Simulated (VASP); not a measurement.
# RbBr (Pm-3m) in VASP: notebook

RbBr is run at these levels: BLYP, PBE, PBE+D3(BJ); tasks: single point.

Everything below comes from runs of VASP 6.6.1. Logs are shortened: lines on timing, memory, paths and dates and some standing lists are left out, and cuts for length are marked.

## Step 1: The cell of the first run

The structure is cubic, space group Pm-3m (No. 221). The conventional cell has a = 4.126 Å, b = 4.126 Å, c = 4.126 Å, α = 90.00°, β = 90.00°, γ = 90.00°. Within 4.7 Å of Rb (site symmetry m-3m) lie 8 Br at 3.57 Å and 6 Rb at 4.13 Å. Br (site symmetry m-3m) has 8 Rb at 3.57 Å and 6 Br at 4.13 Å within 4.7 Å.

## Step 2: Single point, BLYP

File INCAR:

```
PREC = Accurate
ENCUT = 500
EDIFF = 1E-6
ISMEAR = 0
SIGMA = 0.1
LREAL = F
LASPH = T
NELM = 120
ALGO = Normal
ISIF = 2
LWAVE = F
LCHARG = F
GGA = B5
ALDAX = 1.0
AGGAX = 1.0
AGGAC = 1.0
ALDAC = 0.0
NELECT = 15.9
NBANDS = 15
GGA_COMPAT = F
```

File KPOINTS:

```
Automatic mesh
0
Gamma
  1 1 1
  0.21 0.66 0.98
```

File POSCAR:

```
RbBr
1.0
    4.1260773000      0.0000000000      0.0000000000
    0.0000000000      4.1260773000      0.0000000000
    0.0000000000      0.0000000000      4.1260773000
Rb Br
1 1
Direct
    0.0000000000      0.0000000000      0.0000000000
    0.5000000000      0.5000000000      0.5000000000
```

Potentials or basis: VASP PAW PBE potentials, release 64 (Rb_sv, Br).

On the command line:

```console
$ cat potpaw_PBE.64/Rb_sv/POTCAR potpaw_PBE.64/Br/POTCAR > POTCAR
$ mpirun -np 1 vasp_std > vasp.out
```

OUTCAR:

```text
PREC = Accurate
   ENCUT = 500
   EDIFF = 1E-6
   ISMEAR = 0
   LREAL = F
   LASPH = T
   NELM = 120
   ISIF = 2
   GGA = B5
   NELECT = 15.9

 ion  position               nearest neighbor table
   1  0.000  0.000  0.000-   2 3.57   2 3.57   2 3.57   2 3.57   2 3.57   2 3.57   2 3.57   2 3.57

   2  0.500  0.500  0.500-   1 3.57   1 3.57   1 3.57   1 3.57   1 3.57   1 3.57   1 3.57   1 3.57

  LATTYP: Found a simple cubic cell.
 ALAT       =     4.1260773000

  Lattice vectors:

 A1 = (   4.1260773000,   0.0000000000,   0.0000000000)
 A2 = (   0.0000000000,   4.1260773000,   0.0000000000)
 A3 = (   0.0000000000,   0.0000000000,   4.1260773000)

Analysis of symmetry for initial positions (statically):
=====================================================================
 Subroutine PRICEL returns:
 Original cell was already a primitive cell.

 Routine SETGRP: Setting up the symmetry group for a
 simple cubic supercell.

 Subroutine GETGRP returns: Found 48 space group operations
 (whereof 48 operations were pure point group operations)
 out of a pool of 48 trial point group operations.

The static configuration has the point symmetry O_h .

Analysis of symmetry for dynamics (positions and initial velocities):
=====================================================================
 Subroutine PRICEL returns:
 Original cell was already a primitive cell.

 Routine SETGRP: Setting up the symmetry group for a
 simple cubic supercell.

 Subroutine GETGRP returns: Found 48 space group operations
 (whereof 48 operations were pure point group operations)
 out of a pool of 48 trial point group operations.

The dynamic configuration has the point symmetry O_h .

 Subroutine INISYM returns: Found 48 space group operations
 (whereof 48 operations are pure point group operations),
 and found     1 'primitive' translations

----------------------------------------------------------------------------------------

                                     Primitive cell

  volume of cell :      70.2445

  direct lattice vectors                    reciprocal lattice vectors
     4.126077300  0.000000000  0.000000000     0.242360947  0.000000000  0.000000000
     0.000000000  4.126077300  0.000000000     0.000000000  0.242360947  0.000000000
     0.000000000  0.000000000  4.126077300     0.000000000  0.000000000  0.242360947

  length of vectors
[... 52 lines left out ...]
   ISPIN  =      1    spin polarized calculation?
   LNONCOLLINEAR =      F non collinear calculations
   LSORBIT =      F    spin-orbit coupling
   LASPH  =      T    aspherical Exc in radial PAW
   ENCUT  =  500.0 eV  36.75 Ry    6.06 a.u.   7.52  7.52  7.52*2*pi/ulx,y,z
   NELM   =    120;   NELMIN=  2; NELMDL= -5     # of ELM steps
   EDIFF  = 0.1E-05   stopping-criterion for ELM
   LREAL  =      F    real-space projection
   EDIFFG = 0.1E-04   stopping-criterion for IOM
   NSW    =      0    number of steps for IOM
   IBRION =     -1    ionic relax: 0-MD 1-quasi-New 2-CG
   NFREE  =      0    steps in history (QN), initial steepest desc. (CG)
   ISIF   =      2    stress and relaxation
   ISYM   =      2    0-nonsym 1-usesym 2-fastsym
   POTIM  = 0.5000    time-step for ionic-motion
   TEBEG  =    0.0;   TEEND  =   0.0 temperature during run
   PSTRESS=    0.0 pullay stress
   NELECT =      15.9000    total number of electrons
   NUPDOWN=      -1.0000    fix difference up-down
   EMIN   =  10.00;   EMAX   =-10.00  energy-range for DOS
[... 5 lines left out ...]
     AMIX     =   0.40;   BMIX     =  1.00
     AMIX_MAG =   1.60;   BMIX_MAG =  1.00
  volume/ion in A,a.u.               =      35.12       237.02
  Fermi-wavevector in a.u.,A,eV,Ry     =   0.997707  1.885394 13.543511  0.995420
  Thomas-Fermi vector in A             =   2.129882
   LORBIT       =      0    0 simple, 1 ext, 2 COOP (PROOUT), +10 PAW based schemes
   GGA     = B5    functional components
   LHFCALC =     F    Hartree Fock is set to
   AEXX    =    0.0000 exact exchange contribution
   IVDW    =     0    specifies the selected vdW correction
   LEPSILON=     F    determine dielectric tensor
   LRPA    =     F    only Hartree local field effects (RPA)
 non-spin polarized calculation
 Gauss-broadening in eV      SIGMA  =   0.10
  energy-cutoff  :      500.00
  volume of cell :       70.24
 maximum number of plane-waves:      1792
 NGX is ok and might be reduce to    30
   NGX = 15   NGY = 15   NGZ = 15

 number of electron      15.9000005 magnetization

 Free energy of the ion-electron system (eV)
  ---------------------------------------------------
  ext. energy  EPLUGINS =         0.00000000
  ---------------------------------------------------
  free energy    TOTEN  =        -4.85651859 eV

  energy without entropy =       -4.84193301  energy(sigma->0) =       -4.84922580

 E-fermi :  -0.4213     XC(G=0):  -7.5187

 val. band max:       -0.5376182142   @ k =   0.2100  -0.3400  -0.0200
 cond. band min:       5.9191869902   @ k =   0.2100  -0.3400  -0.0200
 fundamental gap:      6.4568052044
 Fermi energy:        -0.4213094988

 k-point     1 :       0.2100   -0.3400   -0.0200
  band No.  band energies     occupation
      1     -25.2536      2.00000
      2     -12.9500      2.00000
      3      -9.4933      2.00000
      4      -9.3798      2.00000
      5      -9.2702      2.00000
      6      -1.5980      2.00000
      7      -0.9617      2.00000
      8      -0.5376      1.90000
      9       5.9192      0.00000
     10       6.3885      0.00000
     11       7.6267      0.00000
     12       8.4359      0.00000
     13       8.8798      0.00000
     14       9.3618      0.00000
     15      10.3216      0.00000

------------------------ aborting loop because EDIFF is reached ----------------------------------------

  FORCE on cell =-STRESS in cart. coord.  units (eV):
  Direction    XX          YY          ZZ          XY          YZ          ZX
  --------------------------------------------------------------------------------------
  -------------------------------------------------------------------------------------
  Total        1.6679530      1.6679530      1.6679530      0.0000000     -0.0000000      0.0000000
  in kB       38.0436608     38.0436608     38.0436608      0.0000000     -0.0000000      0.0000000
  external PRESSURE =      38.0436608 kB  Pullay stress =       0.0000000 kB

 VOLUME and BASIS-vectors are now :
 -----------------------------------------------------------------------------
  energy-cutoff  :      500.00
  volume of cell :       70.24
      direct lattice vectors                 reciprocal lattice vectors
     4.126077300  0.000000000  0.000000000     0.242360947  0.000000000  0.000000000
     0.000000000  4.126077300  0.000000000     0.000000000  0.242360947  0.000000000
     0.000000000  0.000000000  4.126077300     0.000000000  0.000000000  0.242360947

 POSITION                                       TOTAL-FORCE (eV/Angst)
 -----------------------------------------------------------------------------------
      0.00000      0.00000      0.00000         0.000000      0.000000      0.000000
      2.06304      2.06304      2.06304         0.000000      0.000000      0.000000
 -----------------------------------------------------------------------------------
    total drift:                                0.000000      0.000000     -0.000000

  FREE ENERGIE OF THE ION-ELECTRON SYSTEM (eV)
  ---------------------------------------------------
  free  energy   TOTEN  =        -4.8565185887 eV

  energy  without entropy=       -4.8419330066  energy(sigma->0) =       -4.84922580
```

stdout:

```text
POSCAR found type information on POSCAR RbBr
 POSCAR found :  2 types and       2 ions
 scaLAPACK will be used
 -----------------------------------------------------------------------------
|                                                                             |
|                                                                             |
|     You enforced a specific xc type in the INCAR file but a different       |
|     I HOPE YOU KNOW WHAT YOU ARE DOING!                                     |
|                                                                             |
 -----------------------------------------------------------------------------

 LDA part: xc-table for (Slater(with rela. corr.)+VWN5), standard interpolation
 POSCAR, INCAR and KPOINTS ok, starting setup
 FFT: planning ... GRIDC
 FFT: planning ... GRID_SOFT
 FFT: planning ... GRID
 WAVECAR not read
 entering main loop
 the old and the new charge density differ
 old charge density:    16.00000 new   15.90000
    0.217E+00
```

Wall time 23 s (1 thread of Intel Xeon 8259CL, shared host); peak memory 0.15 GiB.

What came out:

- Free energy: -4.8565 eV

Levels at points of the mesh, in eV from the Fermi level:
```
             k point  band 6  band 7  band 8  band 9  band 10  band 11
(0.21, -0.34, -0.02)   -1.18   -0.54   -0.12    6.34     6.81     8.05
```

Caveat: the k points lie up to 1.52 Å⁻¹ apart; the cell carries a net charge on a neutralising background, which shifts energy and pressure; the cell is charged against a uniform background, so pressure and absolute levels hang on convention; the PAW data sets were made with another functional, which shifts forces and pressure a little.

## Step 3: Single point, PBE

File INCAR:

```
PREC = Accurate
ENCUT = 500
EDIFF = 1E-6
ISMEAR = 0
SIGMA = 0.1
LREAL = F
LASPH = T
NELM = 120
ALGO = Normal
ISIF = 2
LWAVE = F
LCHARG = T
GGA = PE
LELF = T
LVHAR = T
NBANDS = 15
GGA_COMPAT = F
```

File KPOINTS:

```
regular mesh
0
Gamma
  1 1 1
```

POSCAR is that of step 2.

Potentials or basis: VASP PAW PBE potentials, release 64 (Rb_sv, Br).

On the command line:

```console
$ cat potpaw_PBE.64/Rb_sv/POTCAR potpaw_PBE.64/Br/POTCAR > POTCAR
$ mpirun -np 1 vasp_gam > vasp.out
```

It took 10 s on 1 thread of Intel Xeon 8259CL, shared host; peak memory 0.15 GiB.

It converged, with:

* Free energy: -1.9052 eV
* Pressure: 17.9 GPa
* Band gap on the k mesh: 3.66 eV

Levels at points of the mesh, in eV from the valence-band top:
| k point | band 5 | band 6 | band 7 | band 8 | band 9 | band 10 | band 11 | band 12 |
| --- | --- | --- | --- | --- | --- | --- | --- | --- |
| (0.00, 0.00, 0.00) | -9.87 | 0.00 | 0.00 | 0.00 | 3.66 | 5.01 | 5.01 | 9.19 |

Caveat: the k points lie up to 1.52 Å⁻¹ apart. A k mesh can miss the band edges.

## Step 4: Single point, PBE

File INCAR:

```
SYSTEM = RbBr
ALGO = Normal
EDIFF = 1E-6
ENCUT = 500
GGA = PE
GGA_COMPAT = .FALSE.
ISIF = 2
ISMEAR = -1
LASPH = .TRUE.
LCHARG = .FALSE.
LREAL = .FALSE.
LWAVE = .FALSE.
NBANDS = 15
NELM = 120
PREC = Accurate
SIGMA = 0.76
```

File KPOINTS:

```
k-points
0
G
  3 3 3
  0 0 0
```

POSCAR is that of step 3.

On the command line:

```console
$ cat potpaw_PBE.64/Rb_sv/POTCAR potpaw_PBE.64/Br/POTCAR > POTCAR
$ mpirun -np 1 vasp_std > vasp.out
```

It took 12 s on 1 thread of Intel Xeon 8259CL, shared host; peak memory 0.16 GiB.

It converged, with:

```
Free energy            : -6.0662 eV
Pressure               : 1.3 GPa
Band gap on the k mesh : 4.22 eV, indirect (least direct gap 4.28 eV)
```

Levels at points of the mesh, in eV from the valence-band top:
```tsv
k point	band 6	band 7	band 8	band 9	band 10	band 11
(0.00, 0.00, 0.00)	-0.05	-0.05	-0.05	4.22	5.73	5.73
```

Caveat: the k points lie up to 0.51 Å⁻¹ apart.

## Step 5: Single point, PBE+D3(BJ)

File INCAR:

```
SYSTEM = RbBr
ALGO = Normal
EDIFF = 1E-6
ENCUT = 500
GGA = PE
GGA_COMPAT = .False.
ISIF = 2
ISMEAR = 0
IVDW = 12
LASPH = .True.
LCHARG = .False.
LREAL = .False.
LWAVE = .False.
NBANDS = 15
NELM = 120
PREC = Accurate
SIGMA = 0.1
```

File KPOINTS:

```
k-points
0
Gamma
  2 2 2
  0 0 0
```

POSCAR is that of step 4.

On the command line:

```console
$ cat potpaw_PBE.64/Rb_sv/POTCAR potpaw_PBE.64/Br/POTCAR > POTCAR
$ mpirun -np 1 vasp_std > vasp.out
```

Wall time 13 s (1 thread of Intel Xeon 8259CL, shared host); peak memory 0.16 GiB.

Results (log left out):

* Free energy: -6.2319 eV
* Pressure: 1.0 GPa
* Band gap on the k mesh: 3.99 eV, indirect (least direct gap 4.15 eV)
* Dispersion energy per atom: -0.230 eV

Levels at points of the mesh, in eV from the valence-band top:
```
           k point  band 6  band 7  band 8  band 9  band 10  band 11
(0.00, 0.00, 0.00)   -0.16   -0.16   -0.16    3.99     5.47     5.47
(0.50, 0.00, 0.00)   -1.75   -0.23   -0.23    6.75     7.02     7.56
(0.50, 0.50, 0.00)   -1.07   -1.07    0.00    5.19     6.12     7.84
(0.50, 0.50, 0.50)   -1.36   -1.36   -1.36    8.13     8.13     8.13
```

Caveat: the k points lie up to 0.76 Å⁻¹ apart. A k mesh can miss the band edges.

## Step 6: The runs side by side

| level | k mesh | smearing | gap on the mesh (eV) | pressure (GPa) |
| --- | --- | --- | --- | --- |
| PBE | 1 × 1 × 1 | gaussian 0.1 eV | 3.66 | 17.9 |
| PBE | 3 × 3 × 3 | fermi-dirac 0.76 eV | 4.22 | 1.3 |
| PBE+D3(BJ) | 2 × 2 × 2 | gaussian 0.1 eV | 3.99 | 1.0 |

Alike in all rows: task single point; potentials or basis VASP PAW PBE potentials, release 64 (Rb_sv, Br); no spin polarisation; cell as given; cutoff (eV) 500.

Caveats: all runs use coarse meshes.

Total energies depend on the potentials used, so only differences within one code and one set of settings carry meaning.
